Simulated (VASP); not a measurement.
Write the native input for VASP 6.6.1 that does the following.

| Quantity | Value |
| --- | --- |
| Task | relaxation of cell and atoms |
| Functional | r2SCAN |
| Dispersion | rVV10 |
| Potentials or basis | VASP PAW PBE potentials, release 64 (Cs_sv, Ge_d, Br) |
| Cutoff | 550 eV |
| k mesh | 4 × 4 × 4 |
| Occupations | fermi-dirac, width 0.03 eV |
| Spin | no spin polarisation |
| Dipole correction | no |
| Further INCAR settings | ALGO = Normal; EDIFF = 1e-07; IBRION = 2; EDIFFG = -0.01; NSW = 100; ISIF = 3 |

Crystal: Cs2GeBr4.

```
Cs Ge Br
1.0
     7.28858    0.00000    0.02177
     0.00000    5.72287    0.00000
    -0.02180    0.00000    7.12507
Cs Ge Br
2 1 4
Direct
  0.50002 0.50000 0.73778
  0.99999 0.50000 0.30234
  0.50000 0.00000 0.26154
  0.74570 0.00000 0.49426
  0.00001 0.50000 0.80965
  0.50000 0.50000 0.23357
  0.25428 0.00000 0.49420
```

One way to write it, as run:

POSCAR

```
Cs2GeBr4
1.0
    7.2885827293      0.0000000000      0.0217657026
    0.0000000000      5.7228682358      0.0000000000
   -0.0218009337      0.0000000000      7.1250661181
Cs Ge Br
2 1 4
Direct
    0.5000222709      0.5000000000      0.7377832483
    0.9999855084      0.5000000000      0.3023441167
    0.4999970980      0.0000000000      0.2615391376
    0.7457008664      0.0000000000      0.4942589990
    1.0000138495      0.5000000000      0.8096481758
    0.5000040189      0.5000000000      0.2335732059
    0.2542753880      0.0000000000      0.4942021166
```

INCAR.step1

```
SYSTEM = Cs2GeBr4
ALGO = Normal
EDIFF = 1E-5
EDIFFG = -0.005
ENCUT = 550
GGA = PE
GGA_COMPAT = .FALSE.
IBRION = 2
ISIF = 3
ISMEAR = -1
KPAR = 4
LASPH = .TRUE.
LCHARG = .FALSE.
LREAL = .FALSE.
LWAVE = .TRUE.
NELM = 120
NELMIN = 4
NSW = 100
PREC = Accurate
SIGMA = 0.03
```

INCAR.step2

```
SYSTEM = Cs2GeBr4
ALGO = Normal
BPARAM = 11.95
CPARAM = 0.0093
EDIFF = 1E-7
EDIFFG = -0.01
ENCUT = 550
GGA_COMPAT = .FALSE.
IBRION = 2
ISIF = 3
ISMEAR = -1
ISTART = 1
IVDW_NL = 2
KPAR = 4
LASPH = .TRUE.
LCHARG = .FALSE.
LMIXTAU = .TRUE.
LREAL = .FALSE.
LUSE_VDW = .TRUE.
LWAVE = .FALSE.
METAGGA = R2SCAN
NELM = 120
NELMIN = 4
NSW = 100
PREC = Accurate
SIGMA = 0.03
```

KPOINTS

```
k-points
0
G
  4 4 4
  0 0 0
```

Potentials or basis: VASP PAW PBE potentials, release 64 (Cs_sv, Ge_d, Br).

Command:

```sh
$ cat potpaw_PBE.64/Cs_sv/POTCAR potpaw_PBE.64/Ge_d/POTCAR potpaw_PBE.64/Br/POTCAR > POTCAR
$ cp INCAR.step1 INCAR
$ mpirun -np 4 vasp_std > vasp.out
$ cp INCAR.step2 INCAR
$ mpirun -np 4 vasp_std > vasp.out
```

Results of the run:

```
Relaxed volume                        : 43.08 Å³/atom
Relaxed cell                          : a = 7.313 Å, b = 5.777 Å, c = 7.138 Å, α = 90.00°, β = 90.00°, γ = 90.00°
Space group after relaxing (to 0.1 Å) : Pmm2 (No. 25)
Energy gained by relaxing             : 0.8 meV/atom
Ionic steps                           : 19
Pressure after relaxing               : 0.0 GPa
Largest force after relaxing          : 0.008 eV/Å
Band gap on the k mesh                : 2.23 eV (least direct gap 2.27 eV)
```

Caveat: the PAW data sets were made with another functional, which shifts forces and pressure a little; spin-orbit coupling is left out, which moves the levels of the heavy elements.

Run time: 120 min on 4 MPI ranks on Intel(R) Xeon(R) Platinum 8488C (Sapphire Rapids), with other jobs on the host, peak memory 1.1 GiB a rank.
